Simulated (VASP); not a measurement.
Ga2O3 (Ga2O3 (R-3c)): single point with PBE

Crystal: Ga2O3 (Ga2O3 (R-3c)).

```
CELL_PARAMETERS angstrom
2.52898 1.46010 4.54131
-2.52898 1.46010 4.54131
0.00000 -2.92021 4.54131
ATOMIC_POSITIONS crystal
Ga 0.85584 0.85584 0.85584
Ga 0.64416 0.64416 0.64416
Ga 0.14416 0.14416 0.14416
Ga 0.35584 0.35584 0.35584
O 0.75000 0.44690 0.05310
O 0.44690 0.05310 0.75000
O 0.05310 0.75000 0.44690
O 0.25000 0.55310 0.94690
O 0.94690 0.25000 0.55310
O 0.55310 0.94690 0.25000
```

```yaml
Program: VASP 6.6.1
Task: single point
Functional: PBE
Potentials_or_basis: VASP PAW PBE potentials, release 64 (Ga_d, O)
Cutoff: 520 eV
k_mesh: 7 × 7 × 7
Occupations: fermi-dirac, width 0.01 eV
Spin: no spin polarisation
```

```json
{"Pressure": "0.9 GPa", "Largest force": "0.012 eV/Å", "Band gap on the k mesh": "2.40 eV, indirect (least direct gap 2.62 eV)"}
```

Forces in eV/Å, atoms in the order of the input:
```
Ga   0.000  0.000  0.012
Ga   0.000  0.000 -0.012
Ga   0.000  0.000 -0.012
Ga   0.000  0.000  0.012
O    0.001 -0.001  0.000
O   -0.001  0.000  0.000
O    0.001  0.001  0.000
O   -0.001  0.001  0.000
O   -0.001 -0.001  0.000
O    0.001  0.000  0.000
```

Stress tensor (GPa, compression positive):
```
0.93 0.00 0.00
0.00 0.93 0.00
0.00 0.00 0.80
```

Levels at points of the mesh, in eV from the valence-band top:
```tsv
k point	band 42	band 43	band 44	band 45	band 46	band 47
(0.00, 0.00, 0.00)	-0.31	-0.23	-0.23	2.40	6.31	6.56
```

Run time: 7.2 min on 1 thread of Intel(R) Xeon(R) Platinum 8488C (Sapphire Rapids), with other jobs on the host, peak memory 0.34 GiB.

A k mesh can miss the band edges. A hybrid or GW would open this gap; PBE tends to underestimate it.
